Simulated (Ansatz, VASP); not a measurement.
# Two plane-wave programs on BN

File INCAR:

```
  PREC = Accurate
  ENCUT = 600
  EDIFF = 1E-7
  ISMEAR = 0
  SIGMA = 0.02
  LREAL = F
  LASPH = T
  NELM = 120
  ALGO = Normal
  ISIF = 3
  LWAVE = F
  LCHARG = F
  GGA = PE
  IVDW = 12
  IBRION = 2
  NSW = 100
  EDIFFG = -0.002
  GGA_COMPAT = F
  NELMIN = 4
```

The input KPOINTS:

```
regular mesh
0
Gamma
  12 12 6
```

Contents of POSCAR:

```
BN
1.0
    2.5360000000      0.0000000000      0.0000000000
   -1.2680000000      2.1962404240      0.0000000000
    0.0000000000      0.0000000000      4.1990000000
B N
2 2
Direct
    0.6666666667      0.3333333333      0.0000000000
    0.3333333333      0.6666666667      0.5000000000
    0.6666666667      0.3333333333      0.3750000000
    0.3333333333      0.6666666667      0.8750000000
```

Input for Ansatz:

```yaml
crystal:
  lattice:
    - [2.536, 0.0, 0.0]
    - [-1.268, 2.196240424, 0.0]
    - [0.0, 0.0, 4.199]
  atoms:
    - { symbol: B, position: [0.6666666667, 0.3333333333, 0.0] }
    - { symbol: B, position: [0.3333333333, 0.6666666667, 0.5] }
    - { symbol: "N", position: [0.6666666667, 0.3333333333, 0.375] }
    - { symbol: "N", position: [0.3333333333, 0.6666666667, 0.875] }
basis:
  ecutwfc: 420
kpoints:
  mp_grid: { grid: [12, 12, 6] }
hamiltonian:
  xc: pbe
  dispersion: d3bj
  pseudopotentials: { kind: paw }
scf:
  occupations: { method: gaussian, width: 0.02 }
output:
  forces: true
  stress: true
  eigenvalues: true
relax:
  adjacent_minimum: "off"
  f_tol: 0.002
  max_steps: 80
  cell: { stress_tol: 0.02 }
```

Alike in both runs: task relaxation of cell and atoms; functional PBE; dispersion D3(BJ); k mesh 12 × 12 × 6; occupations gaussian, width 0.02 eV; no spin polarisation.

|  | VASP | Ansatz |
| --- | --- | --- |
| version | VASP 6.6.1 | Ansatz 0.2.0 |
| potentials or method | VASP PAW PBE potentials, release 64 (B, N), cutoff 600 eV | scalar-relativistic, plane waves, PAW |
| valence electrons in the cell | 16 | 16 |

|  | VASP | Ansatz | Ansatz less VASP |
| --- | --- | --- | --- |
| gap on the k mesh at the Fermi level, each at its own relaxed structure (eV) | 5.18 | 5.20 | +0.020 |
| relaxed volume (Å³/atom) | 5.88 | 5.88 | -0.001 |
| relaxed length of the cell vector where the two differ most in proportion (Å) | 2.542 | 2.542 | -0.0001 |
